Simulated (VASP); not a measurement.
# TiTe2 in VASP: further runs

Runs on TiTe2. Level: PBE. Tasks: single point.

Everything below comes from runs of VASP 6.6.1. Logs are shortened: lines on timing, memory, paths and dates and some standing lists are left out, and cuts for length are marked.

## 1. The cell of the first run

The typed cell holds 3 atoms: a = 3.777 Å, b = 3.777 Å, c = 6.498 Å, α = 90.00°, β = 90.00°, γ = 120.00°.

## 2. Single point, PBE (one atom moved)

Contents of INCAR:

```
ALGO = Normal ; EDIFF = 1E-7
ENCUT = 520 ; GGA = PE
ISIF = 2 ; ISMEAR = 0
LASPH = T ; LCHARG = F
LREAL = F ; LWAVE = F
NBANDS = 19 ; NELM = 100
PREC = Accurate ; SIGMA = 0.1
```

Contents of KPOINTS:

```
k-points
0
Gamma
  12 12 6
```

Contents of POSCAR:

```
TiTe2
1.0
    3.7770008876      0.0000000000      0.0000000000
   -1.8885004438      3.2709787188      0.0000000000
    0.0000000000      0.0000000000      6.4980000000
Ti Te
1 2
Direct
    0.0000000000      0.0000000000      0.0000000000
    0.6886745402      0.2567507501      0.2379815943
    0.3333333333      0.6666666667      0.7372000000
```

Potentials or basis: VASP PAW PBE potentials, release 64 (Ti_sv, Te).

On the command line:

```sh
cat potpaw_PBE.64/Ti_sv/POTCAR potpaw_PBE.64/Te/POTCAR > POTCAR
mpirun -np 1 vasp_std > vasp.out
```

OUTCAR:

```text
EDIFF = 1E-7
   ENCUT = 520
   GGA = PE
   ISIF = 2
   ISMEAR = 0
   LASPH = T
   LREAL = F
   NELM = 100
   PREC = Accurate

 ion  position               nearest neighbor table
   1  0.000  0.000  0.000-   2 2.42   2 2.75   3 2.77   3 2.77   3 2.77   2 2.89
   2  0.689  0.257  0.238-   1 2.42   1 2.75   1 2.89
   3  0.333  0.667  0.737-   1 2.77   1 2.77   1 2.77

  LATTYP: Found a hexagonal cell.
 ALAT       =     3.7770008876
 C/A-ratio  =     1.7204126219

  Lattice vectors:

 A1 = (   3.7770008876,   0.0000000000,   0.0000000000)
 A2 = (  -1.8885004438,   3.2709787188,   0.0000000000)
 A3 = (   0.0000000000,   0.0000000000,   6.4980000000)

Analysis of symmetry for initial positions (statically):
=====================================================================
 Subroutine PRICEL returns:
 Original cell was already a primitive cell.

 Routine SETGRP: Setting up the symmetry group for a
 hexagonal supercell.

 Subroutine GETGRP returns: Found  1 space group operations
 (whereof  1 operations were pure point group operations)
 out of a pool of 24 trial point group operations.

The static configuration has the point symmetry C_1 .

Analysis of symmetry for dynamics (positions and initial velocities):
=====================================================================
 Subroutine PRICEL returns:
 Original cell was already a primitive cell.

 Routine SETGRP: Setting up the symmetry group for a
 hexagonal supercell.

 Subroutine GETGRP returns: Found  1 space group operations
 (whereof  1 operations were pure point group operations)
 out of a pool of 24 trial point group operations.

The dynamic configuration has the point symmetry C_1 .

 Subroutine INISYM returns: Found  1 space group operations
 (whereof  1 operations are pure point group operations),
 and found     1 'primitive' translations

----------------------------------------------------------------------------------------

                                     Primitive cell

  volume of cell :      80.2795

  direct lattice vectors                    reciprocal lattice vectors
     3.777000888  0.000000000  0.000000000     0.264760330  0.152859448  0.000000000
    -1.888500444  3.270978719  0.000000000     0.000000000  0.305718895  0.000000000
     0.000000000  0.000000000  6.498000000     0.000000000  0.000000000  0.153893506

  length of vectors
     3.777000888  3.777000888  6.498000000     0.305718895  0.305718895  0.153893506

  position of ions in fractional coordinates (direct lattice)
     0.000000000  0.000000000  0.000000000
     0.688674540  0.256750750  0.237981594
     0.333333333  0.666666667  0.737200000

  ion indices of the primitive-cell ions
   primitive index   ion index
                 1           1
                 2           2
                 3           3

----------------------------------------------------------------------------------------

 KPOINTS: k-points

Automatic generation of k-mesh.
 Grid dimensions read from file:
 generate k-points for:   12   12    6

 Generating k-lattice:

  Cartesian coordinates                     Fractional coordinates (reciprocal lattice)
     0.022063361  0.012738287  0.000000000     0.083333333  0.000000000  0.000000000
     0.000000000  0.025476575  0.000000000     0.000000000  0.083333333  0.000000000
     0.000000000  0.000000000  0.025648918     0.000000000  0.000000000  0.166666667

  Length of vectors
     0.025476575  0.025476575  0.025648918

  Shift w.r.t. Gamma in fractional coordinates (k-lattice)
     0.000000000  0.000000000  0.000000000

 Subroutine IBZKPT returns following result:
 ===========================================

 Found    436 irreducible k-points:

 Following reciprocal coordinates:
            Coordinates               Weight
  0.000000  0.000000  0.000000      1.000000
  0.083333 -0.000000  0.000000      2.000000
  0.000000  0.083333  0.000000      2.000000
 -0.083333  0.083333  0.000000      2.000000
  0.166667  0.000000  0.000000      2.000000
  0.000000  0.166667  0.000000      2.000000
[... 16 lines left out ...]
  0.166667  0.083333  0.000000      2.000000
 -0.083333  0.250000  0.000000      2.000000
 [... further k-points ...]
   k-points           NKPTS =    436   k-points in BZ     NKDIM =    436   number of bands    NBANDS=     19
   number of dos      NEDOS =    301   number of ions     NIONS =      3
   total plane-waves  NPLWV =  37632
   dimension x,y,z NGX =    28 NGY =   28 NGZ =   48
   dimension x,y,z NGXF=    56 NGYF=   56 NGZF=   96
   ions per type =               1   2
   NGX,Y,Z   is equivalent  to a cutoff of  12.32, 12.32, 12.28 a.u.
   NGXF,Y,Z  is equivalent  to a cutoff of  24.65, 24.65, 24.56 a.u.
 SYSTEM =  unknown system
   PREC   = accura    normal or accurate (medium, high low for compatibility)
   ISTART =      0    job   : 0-new  1-cont  2-samecut
   ICHARG =      2    charge: 1-file 2-atom 10-const
   ISPIN  =      1    spin polarized calculation?
   LNONCOLLINEAR =      F non collinear calculations
   LSORBIT =      F    spin-orbit coupling
   LASPH  =      T    aspherical Exc in radial PAW
   ENCUT  =  520.0 eV  38.22 Ry    6.18 a.u.   7.02  7.02 12.08*2*pi/ulx,y,z
   NELM   =    100;   NELMIN=  2; NELMDL= -5     # of ELM steps
   EDIFF  = 0.1E-06   stopping-criterion for ELM
   LREAL  =      F    real-space projection
   EDIFFG = 0.1E-05   stopping-criterion for IOM
   NSW    =      0    number of steps for IOM
   IBRION =     -1    ionic relax: 0-MD 1-quasi-New 2-CG
   NFREE  =      0    steps in history (QN), initial steepest desc. (CG)
   ISIF   =      2    stress and relaxation
   ISYM   =      2    0-nonsym 1-usesym 2-fastsym
   POTIM  = 0.5000    time-step for ionic-motion
   TEBEG  =    0.0;   TEEND  =   0.0 temperature during run
   PSTRESS=    0.0 pullay stress
   NELECT =      24.0000    total number of electrons
   NUPDOWN=      -1.0000    fix difference up-down
   EMIN   =  10.00;   EMAX   =-10.00  energy-range for DOS
   EFERMI =   0.00;   METHOD = LEGACY
   ISMEAR =     0;   SIGMA  =   0.10  broadening in eV -4-tet -1-fermi 0-gaus
   EFERMI_NEDOS =   21; number of points for ismear=-14 and -15
   IALGO  =     38    algorithm
   IMIX   =      4    mixing-type and parameters
     AMIX     =   0.40;   BMIX     =  1.00
     AMIX_MAG =   1.60;   BMIX_MAG =  1.00
  volume/ion in A,a.u.               =      26.76       180.58
  Fermi-wavevector in a.u.,A,eV,Ry     =   1.094655  2.068597 16.303433  1.198269
  Thomas-Fermi vector in A             =   2.230963
   LORBIT       =      0    0 simple, 1 ext, 2 COOP (PROOUT), +10 PAW based schemes
   GGA     = PE    functional components
   LHFCALC =     F    Hartree Fock is set to
   AEXX    =    0.0000 exact exchange contribution
   IVDW    =     0    specifies the selected vdW correction
   LEPSILON=     F    determine dielectric tensor
   LRPA    =     F    only Hartree local field effects (RPA)
 non-spin polarized calculation
 Gauss-broadening in eV      SIGMA  =   0.10
  energy-cutoff  :      520.00
  volume of cell :       80.28
 maximum number of plane-waves:      2181
   NGX = 13   NGY = 13   NGZ = 25

 number of electron      23.9999998 magnetization

 Free energy of the ion-electron system (eV)
  ---------------------------------------------------
  ext. energy  EPLUGINS =         0.00000000
  ---------------------------------------------------
  free energy    TOTEN  =       -15.76265843 eV

  energy without entropy =      -15.75752802  energy(sigma->0) =      -15.76009322

 E-fermi :   6.8805     XC(G=0):  -9.7932

 val. band max:        6.8789102194   @ k =   0.5000   0.4167   0.3333
 cond. band min:       6.8815659238   @ k =   0.3333  -0.3333   0.3333
 fundamental gap:      0.0026557044
 Fermi energy:         6.8804828058

 k-point     1 :       0.0000    0.0000    0.0000
  band No.  band energies     occupation
      1     -50.5757      2.00000
      2     -26.8755      2.00000
      3     -26.8505      2.00000
      4     -26.8164      2.00000
      5      -5.7069      2.00000
      6      -4.1281      2.00000
[... 11 lines left out ...]
     18      12.0209      0.00000
     19      12.9179      0.00000

 k-point     2 :       0.0833   -0.0000    0.0000
  band No.  band energies     occupation
      1     -50.5755      2.00000
      2     -26.8769      2.00000
      3     -26.8528      2.00000
      4     -26.8159      2.00000
      5      -5.6294      2.00000
      6      -4.0900      2.00000
[... 11 lines left out ...]
     18      12.5799      0.00000
     19      13.2876      0.00000

 k-point     3 :       0.0000    0.0833    0.0000
  band No.  band energies     occupation
      1     -50.5755      2.00000
      2     -26.8767      2.00000
      3     -26.8526      2.00000
      4     -26.8161      2.00000
      5      -5.6303      2.00000
      6      -4.0888      2.00000
[... 11 lines left out ...]
     18      12.6014      0.00000
     19      13.2782      0.00000

 k-point     4 :      -0.0833    0.0833    0.0000
  band No.  band energies     occupation
      1     -50.5754      2.00000
      2     -26.8784      2.00000
      3     -26.8512      2.00000
      4     -26.8161      2.00000
      5      -5.6287      2.00000
      6      -4.0919      2.00000
[... 11 lines left out ...]
     18      12.4306      0.00000
     19      13.3571      0.00000

 k-point     5 :       0.1667    0.0000    0.0000
  band No.  band energies     occupation
      1     -50.5748      2.00000
      2     -26.8814      2.00000
      3     -26.8582      2.00000
      4     -26.8144      2.00000
      5      -5.4041      2.00000
      6      -3.9841      2.00000
[... 11 lines left out ...]
     18      13.0091      0.00000
     19      13.8390      0.00000

 k-point     6 :       0.0000    0.1667    0.0000
  band No.  band energies     occupation
      1     -50.5749      2.00000
      2     -26.8805      2.00000
      3     -26.8579      2.00000
      4     -26.8150      2.00000
      5      -5.4072      2.00000
      6      -3.9794      2.00000
[... 11 lines left out ...]
     18      13.0305      0.00000
     19      13.8316      0.00000

 k-point     7 :      -0.1667    0.1667    0.0000
  band No.  band energies     occupation
      1     -50.5748      2.00000
      2     -26.8865      2.00000
      3     -26.8531      2.00000
      4     -26.8150      2.00000
      5      -5.4020      2.00000
      6      -3.9903      2.00000
[... 11 lines left out ...]
     18      12.7596      0.00000
     19      13.9107      0.00000

 k-point     8 :       0.2500    0.0000    0.0000
  band No.  band energies     occupation
      1     -50.5740      2.00000
      2     -26.8893      2.00000
      3     -26.8639      2.00000
      4     -26.8123      2.00000
      5      -5.0540      2.00000
      6      -3.8372      2.00000
[... 256 lines left out ...]
 k-point    20 :       0.0833    0.0833    0.0000
  band No.  band energies     occupation
      1     -50.5751      2.00000
      2     -26.8777      2.00000
      3     -26.8582      2.00000
      4     -26.8150      2.00000
      5      -5.4801      2.00000
      6      -4.0139      2.00000
[... 11 lines left out ...]
     18      13.4423      0.00000
     19      13.7285      0.00000

 k-point    21 :      -0.0833    0.1667    0.0000
  band No.  band energies     occupation
      1     -50.5750      2.00000
      2     -26.8822      2.00000
      3     -26.8536      2.00000
      4     -26.8155      2.00000
      5      -5.4784      2.00000
      6      -4.0189      2.00000
[... 11 lines left out ...]
     18      13.0959      0.00000
     19      13.8380      0.00000

 k-point    22 :      -0.1667    0.0833    0.0000
  band No.  band energies     occupation
      1     -50.5750      2.00000
      2     -26.8828      2.00000
      3     -26.8538      2.00000
      4     -26.8151      2.00000
      5      -5.4761      2.00000
      6      -4.0224      2.00000
[... 11 lines left out ...]
     18      12.9916      0.00000
     19      13.8677      0.00000

 k-point    23 :       0.1667    0.0833    0.0000
  band No.  band energies     occupation
      1     -50.5744      2.00000
      2     -26.8820      2.00000
      3     -26.8655      2.00000
      4     -26.8132      2.00000
      5      -5.1925      2.00000
      6      -3.8848      2.00000
[... 11 lines left out ...]
     18      13.3586      0.00000
     19      13.9447      0.00000

 k-point    24 :      -0.0833    0.2500    0.0000
  band No.  band energies     occupation
      1     -50.5743      2.00000
      2     -26.8881      2.00000
      3     -26.8587      2.00000
      4     -26.8141      2.00000
      5      -5.1931      2.00000
      6      -3.8878      2.00000
[... 11 lines left out ...]
     18      13.2602      0.00000
     19      14.0267      0.00000

 [... further k-points ...]
[... 5 lines left out ...]
  --------------------------------------------------------------------------------------
  -------------------------------------------------------------------------------------
  Total        3.6666683      1.0973496      4.3727869     -1.1265740      2.3345591     -3.2449550
  in kB       73.1775202     21.9003509     87.2698814    -22.4835963     46.5919569    -64.7611790
  external PRESSURE =      60.7825842 kB  Pullay stress =       0.0000000 kB

 VOLUME and BASIS-vectors are now :
 -----------------------------------------------------------------------------
  energy-cutoff  :      520.00
  volume of cell :       80.28
      direct lattice vectors                 reciprocal lattice vectors
     3.777000888  0.000000000  0.000000000     0.264760330  0.152859448  0.000000000
    -1.888500444  3.270978719  0.000000000     0.000000000  0.305718895  0.000000000
     0.000000000  0.000000000  6.498000000     0.000000000  0.000000000  0.153893506

 POSITION                                       TOTAL-FORCE (eV/Angst)
 -----------------------------------------------------------------------------------
      0.00000      0.00000      0.00000         1.477875     -0.922841     -1.847155
      2.11625      0.83983      1.54640        -1.801218      1.260231      2.224324
     -0.00000      2.18065      4.79033         0.323343     -0.337390     -0.377170
 -----------------------------------------------------------------------------------
    total drift:                               -0.000078      0.000121     -0.000013

  FREE ENERGIE OF THE ION-ELECTRON SYSTEM (eV)
  ---------------------------------------------------
  free  energy   TOTEN  =       -15.7626584254 eV

  energy  without entropy=      -15.7575280232  energy(sigma->0) =      -15.76009322
```

Run time: 4 min. Hardware: 1 thread of Intel Xeon 6975P-C (Granite Rapids), shared host; peak memory 0.7 GiB.

Results:

```yaml
Free_energy: -15.7627 eV
Pressure: 6.1 GPa
Largest_force: 3.127 eV/Å
Band_gap_on_the_k_mesh: zero (band 12 reaches 7.16 eV, above the bottom of band 13 at 6.55 eV)
```

Forces on the atoms (eV/Å):
```
Ti   1.478 -0.923 -1.847
Te  -1.801  1.260  2.224
Te   0.323 -0.337 -0.377
```

Levels at points of the mesh, in eV from the Fermi level:
```csv
k point,band 9,band 10,band 11,band 12,band 13,band 14,band 15,band 16
"(0.00, 0.00, 0.00)",-1.95,-0.19,0.10,0.28,0.68,1.07,1.38,2.93
"(0.50, 0.00, 0.00)",-2.72,-2.62,-2.04,-1.20,0.17,1.00,1.39,2.49
"(0.00, 0.50, 0.00)",-2.94,-2.40,-2.23,-1.17,0.16,1.03,1.42,2.42
"(0.50, 0.50, 0.00)",-3.06,-2.15,-1.82,-1.29,-0.04,0.97,1.30,2.61
"(0.00, 0.00, 0.50)",-2.00,-1.81,-0.05,0.02,0.82,1.05,1.23,3.31
"(0.50, 0.00, 0.50)",-2.58,-2.16,-1.12,-1.03,0.07,1.01,1.36,2.58
"(0.00, 0.50, 0.50)",-2.56,-2.29,-1.07,-0.92,0.09,1.04,1.40,2.80
"(0.50, 0.50, 0.50)",-2.66,-2.05,-1.41,-0.93,-0.33,0.97,1.26,2.69
```

Caveat: the cell differs from its parent crystal (one atom moved); spin-orbit coupling is left out, which moves the levels of the heavy elements; forces of over 1 eV/Å act on the atoms, so gaps and moduli don't describe the material at rest.

[end of part 1 of 2]
